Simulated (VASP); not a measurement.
Crystal: CaO.

```
Ca O
1.0
     0.00000    2.35443    2.35443
     2.35443    0.00000    2.35443
     2.35443    2.35443    0.00000
Ca O
1 1
Direct
  0.00000 0.00000 0.00000
  0.50000 0.50000 0.50000
```

- Program: VASP 6.6.1
- Task: relaxation of cell and atoms
- Functional: PBE
- Potentials or basis: VASP PAW PBE potentials, release 64 (Ca_sv, O)
- Cutoff: 600 eV
- k mesh: 8 × 8 × 8
- Occupations: fermi-dirac, width 0.02 eV
- Spin: no spin polarisation

At the start: pressure 10.2 GPa; volume 13.05 Å³/atom.

Q: How do energy, volume and symmetry change on relaxing?

A: Over 3 steps the energy falls by 32.8 meV/atom and the volume is 14.16 Å³/atom (+8.5 %); space group Fm-3m (No. 225, to 0.05 Å).

Step by step:
```
step  energy change (eV)  largest force (eV/Å)  pressure (GPa)  volume (Å³)
   1              0.0000                0.0000           10.20        26.10
   2             -0.0536                0.0000           -3.53        29.37
   3             -0.0656                0.0000            0.02        28.31
```

Final structure:
```
CELL_PARAMETERS angstrom
0.00000 2.41911 2.41911
2.41911 0.00000 2.41911
2.41911 2.41911 0.00000
ATOMIC_POSITIONS crystal
Ca 0.00000 0.00000 0.00000
O 0.50000 0.50000 0.50000
```
